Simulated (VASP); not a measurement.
Crystal: HfO2.

```
CELL_PARAMETERS angstrom
-1.97117 1.97117 5.04672
1.97117 -1.97117 5.04672
1.97117 1.97117 -5.04672
ATOMIC_POSITIONS crystal
Hf 0.00000 0.00000 0.00000
Hf 0.75000 0.25000 0.50000
O 0.95530 0.45530 0.50000
O 0.20530 0.20530 0.00000
O 0.54470 0.04470 0.50000
O 0.79470 0.79470 0.00000
```

```yaml
Program: VASP 6.6.1
Task: relaxation of cell and atoms
Functional: PBE
Potentials_or_basis: VASP PAW PBE potentials, release 64 (Hf_pv, O)
Cutoff: 600 eV
k_mesh: 8 × 8 × 8
Occupations: gaussian, width 0.1 eV
Spin: no spin polarisation
```

At the start: pressure 16.9 GPa; volume 13.07 Å³/atom.

Q: How do energy, volume and symmetry change on relaxing?

A: Over 10 steps the energy falls by 52.4 meV/atom and the volume is 14.09 Å³/atom (+7.8 %); space group I4_1/amd (No. 141, to 0.1 Å) before and after.

Step by step:
```
step  energy change (eV)  largest force (eV/Å)  pressure (GPa)  volume (Å³)
   1              0.0000                0.3243           16.85        78.44
   2              0.4339                0.8549          -18.56        95.10
   3             -0.2917                0.2793           -0.36        84.44
   4             -0.2921                0.2639            0.06        84.24
   5             -0.2920                0.2544            0.36        84.12
   6             -0.3004                0.1081            0.15        84.38
   7             -0.3024                0.0057            0.01        84.57
   8             -0.3083                0.0038           -0.19        84.73
   9             -0.3143                0.0172           -0.65        85.08
  10             -0.3145                0.0145            0.50        84.57
```

Final structure:
```yaml
crystal:
  lattice:
    - [-1.99979, 1.99979, 5.28651]
    - [1.99979, -1.99979, 5.28651]
    - [1.99979, 1.99979, -5.28651]
  atoms:
    - { symbol: Hf, position: [0.00000, 0.00000, 0.00000] }
    - { symbol: Hf, position: [0.75000, 0.25000, 0.50000] }
    - { symbol: O, position: [0.95191, 0.45191, 0.50000] }
    - { symbol: O, position: [0.20191, 0.20191, 0.00000] }
    - { symbol: O, position: [0.54809, 0.04809, 0.50000] }
    - { symbol: O, position: [0.79809, 0.79809, 0.00000] }
```
